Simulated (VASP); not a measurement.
**Pt: single point with r2SCAN**

The system is Pt.

```
CELL_PARAMETERS angstrom
2.76067 0.00000 0.00000
-1.38033 2.39081 0.00000
0.00000 0.00000 4.79213
ATOMIC_POSITIONS crystal
Pt 0.66667 0.33333 0.75000
Pt 0.33333 0.66667 0.25000
```

| Property | Result |
| --- | --- |
| Program | VASP 6.6.1 |
| Task | single point |
| Functional | r2SCAN |
| Potentials or basis | VASP PAW PBE potentials, release 64 (Pt_sv_GW) |
| Cutoff | 550 eV |
| k mesh | 11 × 11 × 6 |
| Occupations | methfessel-paxton, width 0.2 eV |
| Spin | no spin polarisation |
| Dipole correction | no |
| Second run | valence_matched |
| Further INCAR settings | ALGO = Normal; EDIFF = 1e-06; NBANDS = 25 |

* Pressure: -8.3 GPa
* Band gap on the k mesh: zero (band 18 reaches 10.02 eV, above the bottom of band 19 at 8.74 eV)

Stress tensor (GPa, compression positive):
```
-8.61  0.00  0.00
 0.00 -8.61  0.00
 0.00  0.00 -7.71
```

Levels at points of the mesh, in eV from the Fermi level:
| k point | band 15 | band 16 | band 17 | band 18 | band 19 | band 20 | band 21 | band 22 |
| --- | --- | --- | --- | --- | --- | --- | --- | --- |
| (0.00, 0.00, 0.00) | -3.14 | -1.90 | -1.90 | -0.48 | -0.27 | -0.27 | 4.95 | 15.99 |
| (0.00, 0.00, 0.50) | -3.51 | -3.51 | -0.86 | -0.86 | -0.86 | -0.86 | 12.58 | 12.58 |

Wall time 120 s on 1 thread of Intel(R) Xeon(R) 6975P-C (Granite Rapids) (shared host), peak memory 0.2 GiB.

Caveat: the PAW data sets were made with another functional, which shifts forces and pressure a little; spin-orbit coupling is left out, which moves the levels of the heavy elements.
